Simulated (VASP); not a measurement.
# LiBe16 (a cell with a defect) in VASP: notebook, part 2 of 2

VASP 6.6.1. Earlier steps stand in the parts before.

**3. Single point, r2SCAN**

The input, POSCAR:

```
LiBe16
1.0
   -2.2900000000     -3.9663960000      0.0000000000
    3.4350000000     -1.9831980000      0.0000000000
    0.0000000000      0.0000000000      7.1768600000
Be Li
16 1
Direct
    0.7414910950      0.5267931051     -0.0066994851
    0.4893215951      0.3916207435      0.2411856624
    0.7172828930      0.4524365837      0.4938233280
    0.4897480402      0.3904455853      0.7462336890
    0.4945625172      0.0361995590     -0.0068462704
    0.2451879675      0.8991946178      0.2393189892
    0.5222515168     -0.1504987831      0.4926878329
    0.2447659973      0.8979198535      0.7469637843
    0.2365657491      0.5411691183     -0.0065279834
   -0.0082316182      0.3542548830      0.2395843066
    0.3043386924      0.2295528575      0.4940690362
   -0.0073759012      0.3541037847      0.7466719790
   -0.0097065952      0.0332275841     -0.0069346377
    0.7565899765      0.8484068948      0.2384519537
   -0.0767734837      0.0476536733      0.4932146362
    0.7557173610      0.8489148978      0.7475202584
    0.1232257771      0.6392094017      0.4924361007
```

The input, INCAR.step1:

```
PREC = Accurate
ENCUT = 520
ISMEAR = 0
SIGMA = 0.1
LREAL = Auto
LASPH = True
NELM = 60
NBANDS = 32
GGA = PE
ALGO = Normal
EDIFF = 1E-4
LWAVE = True
LCHARG = False
```

The input, INCAR.step2:

```
PREC = Accurate
ENCUT = 520
EDIFF = 1E-6
ISMEAR = 0
SIGMA = 0.1
LREAL = Auto
LASPH = True
NELM = 60
ALGO = Normal
ISIF = 2
LWAVE = False
LCHARG = False
METAGGA = R2SCAN
LMIXTAU = True
NBANDS = 32
ISTART = 1
```

The input, KPOINTS:

```
regular mesh
0
Gamma
  5 5 3
```

Potentials or basis: VASP PAW PBE potentials, release 64 (Be, Li_sv).

Started as:

```console
> cat potpaw_PBE.64/Be/POTCAR potpaw_PBE.64/Li_sv/POTCAR > POTCAR
> cp INCAR.step1 INCAR
> mpirun -np 1 vasp_std > vasp.out
> cp INCAR.step2 INCAR
> mpirun -np 1 vasp_std > vasp.out
```

OUTCAR:

```text
PREC = Accurate
   ENCUT = 520
   EDIFF = 1E-6
   ISMEAR = 0
   LREAL = Auto
   LASPH = True
   NELM = 60
   ISIF = 2
   METAGGA = R2SCAN
   ISTART = 1

 ion  position               nearest neighbor table
   1  0.741  0.527  0.993-  14 2.17  16 2.18   4 2.18   2 2.19  10 2.22  12 2.22   5 2.25  13 2.27
                             9 2.27  13 2.31   9 2.31   5 2.32
   2  0.489  0.392  0.241-  11 2.10   3 2.11  14 2.19   1 2.19   9 2.20   6 2.25   5 2.27  10 2.28
                             6 2.30  10 2.31
   3  0.717  0.452  0.494-   7 1.81  15 1.86  17 2.00  11 2.09   4 2.10   2 2.11  12 2.24  10 2.25
[... 25 lines left out ...]
  16  0.756  0.849  0.748-   7 2.12  15 2.13   1 2.18   4 2.19  13 2.19  12 2.24   8 2.25   5 2.26
                            12 2.28   8 2.35
  17  0.123  0.639  0.492-  11 1.82  15 1.86   3 2.00   7 2.01   6 2.16   8 2.17  10 2.22  12 2.23
                            11 2.48

  LATTYP: Found a simple orthorhombic cell.
 ALAT       =     3.9663962620
 B/A-ratio  =     1.1547004875
 C/A-ratio  =     1.8094157835

  Lattice vectors:

 A1 = (  -3.4350000000,   1.9831980000,   0.0000000000)
 A2 = (  -2.2900000000,  -3.9663960000,   0.0000000000)
 A3 = (   0.0000000000,   0.0000000000,   7.1768600000)

Analysis of symmetry for initial positions (statically):
=====================================================================
 Subroutine PRICEL returns:
 Original cell was already a primitive cell.

 Routine SETGRP: Setting up the symmetry group for a
 simple orthorhombic supercell.

 Subroutine GETGRP returns: Found  1 space group operations
 (whereof  1 operations were pure point group operations)
 out of a pool of  8 trial point group operations.

The static configuration has the point symmetry C_1 .

Analysis of symmetry for dynamics (positions and initial velocities):
=====================================================================
 Subroutine PRICEL returns:
 Original cell was already a primitive cell.

 Routine SETGRP: Setting up the symmetry group for a
 simple orthorhombic supercell.

 Subroutine GETGRP returns: Found  1 space group operations
 (whereof  1 operations were pure point group operations)
 out of a pool of  8 trial point group operations.

The dynamic configuration has the point symmetry C_1 .

 Subroutine INISYM returns: Found  1 space group operations
 (whereof  1 operations are pure point group operations),
 and found     1 'primitive' translations

----------------------------------------------------------------------------------------

                                     Primitive cell

  volume of cell :     130.3755

  direct lattice vectors                    reciprocal lattice vectors
    -2.290000000 -3.966396000  0.000000000    -0.109170306 -0.189088533  0.000000000
     3.435000000 -1.983198000  0.000000000     0.218340611 -0.126059022  0.000000000
     0.000000000  0.000000000  7.176860000     0.000000000  0.000000000  0.139336702

  length of vectors
     4.579999697  3.966396262  7.176860000     0.218340626  0.252118027  0.139336702

  position of ions in fractional coordinates (direct lattice)
     0.741491095  0.526793105  0.993300515
     0.489321595  0.391620743  0.241185662
     0.717282893  0.452436584  0.493823328
     0.489748040  0.390445585  0.746233689
     0.494562517  0.036199559  0.993153730
[... 85 lines left out ...]
 [... further k-points ...]
   k-points           NKPTS =     38   k-points in BZ     NKDIM =     38   number of bands    NBANDS=     32
   number of dos      NEDOS =    301   number of ions     NIONS =     17
   total plane-waves  NPLWV =  58320
   dimension x,y,z NGX =    36 NGY =   30 NGZ =   54
   dimension x,y,z NGXF=    72 NGYF=   60 NGZF=  108
   ions per type =              16   1
   NGX,Y,Z   is equivalent  to a cutoff of  13.07, 12.57, 12.51 a.u.
   NGXF,Y,Z  is equivalent  to a cutoff of  26.13, 25.15, 25.02 a.u.
 SYSTEM =  unknown system
   PREC   = accura    normal or accurate (medium, high low for compatibility)
   ISTART =      1    job   : 0-new  1-cont  2-samecut
   ICHARG =      0    charge: 1-file 2-atom 10-const
   ISPIN  =      1    spin polarized calculation?
   LNONCOLLINEAR =      F non collinear calculations
   LSORBIT =      F    spin-orbit coupling
   LASPH  =      T    aspherical Exc in radial PAW
   ENCUT  =  520.0 eV  38.22 Ry    6.18 a.u.   8.52  7.37 13.34*2*pi/ulx,y,z
   NELM   =     60;   NELMIN=  2; NELMDL=  0     # of ELM steps
   EDIFF  = 0.1E-05   stopping-criterion for ELM
   LREAL  =      T    real-space projection
   EDIFFG = 0.1E-04   stopping-criterion for IOM
   NSW    =      0    number of steps for IOM
   IBRION =     -1    ionic relax: 0-MD 1-quasi-New 2-CG
   NFREE  =      0    steps in history (QN), initial steepest desc. (CG)
   ISIF   =      2    stress and relaxation
   ISYM   =      2    0-nonsym 1-usesym 2-fastsym
   POTIM  = 0.5000    time-step for ionic-motion
   TEBEG  =    0.0;   TEEND  =   0.0 temperature during run
   PSTRESS=    0.0 pullay stress
   NELECT =      35.0000    total number of electrons
   NUPDOWN=      -1.0000    fix difference up-down
   EMIN   =  10.00;   EMAX   =-10.00  energy-range for DOS
   EFERMI =   0.00;   METHOD = LEGACY
   ISMEAR =     0;   SIGMA  =   0.10  broadening in eV -4-tet -1-fermi 0-gaus
   EFERMI_NEDOS =   21; number of points for ismear=-14 and -15
   IALGO  =     38    algorithm
   IMIX   =      4    mixing-type and parameters
     AMIX     =   0.40;   BMIX     =  1.00
     AMIX_MAG =   1.60;   BMIX_MAG =  1.00
  volume/ion in A,a.u.               =       7.67        51.75
  Fermi-wavevector in a.u.,A,eV,Ry     =   1.056085  1.995711 15.174786  1.115315
  Thomas-Fermi vector in A             =   2.191307
   LORBIT       =      0    0 simple, 1 ext, 2 COOP (PROOUT), +10 PAW based schemes
   METAGGA = R2SCAN    functional components
   LHFCALC =     F    Hartree Fock is set to
   AEXX    =    0.0000 exact exchange contribution
   IVDW    =     0    specifies the selected vdW correction
   LEPSILON=     F    determine dielectric tensor
   LRPA    =     F    only Hartree local field effects (RPA)
 non-spin polarized calculation
 Gauss-broadening in eV      SIGMA  =   0.10
  energy-cutoff  :      520.00
  volume of cell :      130.38
 maximum number of plane-waves:      3529
 NGX is ok and might be reduce to    36
   NGX = 17   NGY = 15   NGZ = 27

 number of electron      35.0000003 magnetization

 Free energy of the ion-electron system (eV)
  ---------------------------------------------------
  ext. energy  EPLUGINS =         0.00000000
  ---------------------------------------------------
  free energy    TOTEN  =       -66.94295851 eV

  energy without entropy =      -66.93065308  energy(sigma->0) =      -66.93680580

 E-fermi :   7.2781     XC(G=0): -11.3189

 val. band max:        7.2754045262   @ k =  -0.4000   0.2000   0.0000
 cond. band min:       7.3268078252   @ k =   0.0000   0.4000   0.3333
 fundamental gap:      0.0514032990
 Fermi energy:         7.2781167148

 k-point     1 :       0.0000    0.0000    0.0000
  band No.  band energies     occupation
      1     -40.6982      2.00000
      2      -4.8209      2.00000
      3      -2.7280      2.00000
      4      -2.4738      2.00000
      5       0.6612      2.00000
      6       0.7384      2.00000
[... 757 lines left out ...]
     28      12.5101      0.00000
     29      12.9784      0.00000

 [... further k-points ...]

 [bands above 29 left out]

------------------------ aborting loop because EDIFF is reached ----------------------------------------

  FORCE on cell =-STRESS in cart. coord.  units (eV):
  Direction    XX          YY          ZZ          XY          YZ          ZX
  --------------------------------------------------------------------------------------
  -------------------------------------------------------------------------------------
  Total       16.9033647      9.2879234      1.8515046      0.3713225      0.0262917     -0.0175998
  in kB      207.7244987    114.1387688     22.7530357      4.5631614      0.3230975     -0.2162834
  external PRESSURE =     114.8721011 kB  Pullay stress =       0.0000000 kB

 VOLUME and BASIS-vectors are now :
 -----------------------------------------------------------------------------
  energy-cutoff  :      520.00
  volume of cell :      130.38
      direct lattice vectors                 reciprocal lattice vectors
    -2.290000000 -3.966396000  0.000000000    -0.109170306 -0.189088533  0.000000000
     3.435000000 -1.983198000  0.000000000     0.218340611 -0.126059022  0.000000000
     0.000000000  0.000000000  7.176860000     0.000000000  0.000000000  0.139336702

 POSITION                                       TOTAL-FORCE (eV/Angst)
 -----------------------------------------------------------------------------------
      0.11152     -3.98578      7.12878         0.017169      0.008041     -0.008894
      0.22467     -2.71750      1.73096         0.007983      0.004315     -0.006844
     -0.08846     -3.74230      3.54410         0.002745      0.047412     -0.010528
      0.21966     -2.71687      5.35561         0.022077      0.006803      0.007978
     -1.00820     -2.03342      7.12773        -0.016244      0.015445      0.005710
      2.52725     -2.75579      1.71756        -0.000147     -0.030032     -0.012456
[... 9 lines left out ...]
      1.18543     -4.68104      5.36485        -0.025358      0.003473      0.003814
      1.91350     -1.75644      3.53414        -0.013367     -0.002484      0.072807
 -----------------------------------------------------------------------------------
    total drift:                                0.000050     -0.012976      0.059932

  FREE ENERGIE OF THE ION-ELECTRON SYSTEM (eV)
  ---------------------------------------------------
  free  energy   TOTEN  =       -66.9429585114 eV

  energy  without entropy=      -66.9306530839  energy(sigma->0) =      -66.93680580
```

Run time: 18 min. Hardware: 1 thread of Intel Xeon Platinum 8488C (Sapphire Rapids), shared host; peak memory 0.3 GiB.

Results:

```
Free energy            : -66.9430 eV
Largest force          : 0.074 eV/Å
Band gap on the k mesh : zero (an odd number of electrons rules out a gap without spin polarisation)
```

Forces in eV/Å, atoms in the order of the input:
```
Be   0.017  0.008 -0.009
Be   0.008  0.004 -0.007
Be   0.003  0.047 -0.011
Be   0.022  0.007  0.008
Be  -0.016  0.015  0.006
Be   0.000 -0.030 -0.012
Be  -0.016 -0.028 -0.008
Be  -0.005 -0.040  0.003
Be  -0.003  0.015 -0.009
Be  -0.005  0.006 -0.019
Be  -0.056 -0.005 -0.015
Be   0.019  0.005  0.014
Be   0.018 -0.007 -0.001
Be  -0.009  0.005 -0.005
Be   0.063 -0.004 -0.011
Be  -0.025  0.003  0.004
Li  -0.013 -0.002  0.073
```

Caveat: the cutoff is under 1.25 times the usual one of these potentials, so pressure, stress and relaxed cells hold a basis-set (Pulay) error; the PAW data sets were made with another functional, which shifts forces and pressure a little.

The gap in the log of VASP goes by the Fermi energy; the results here count the filled bands.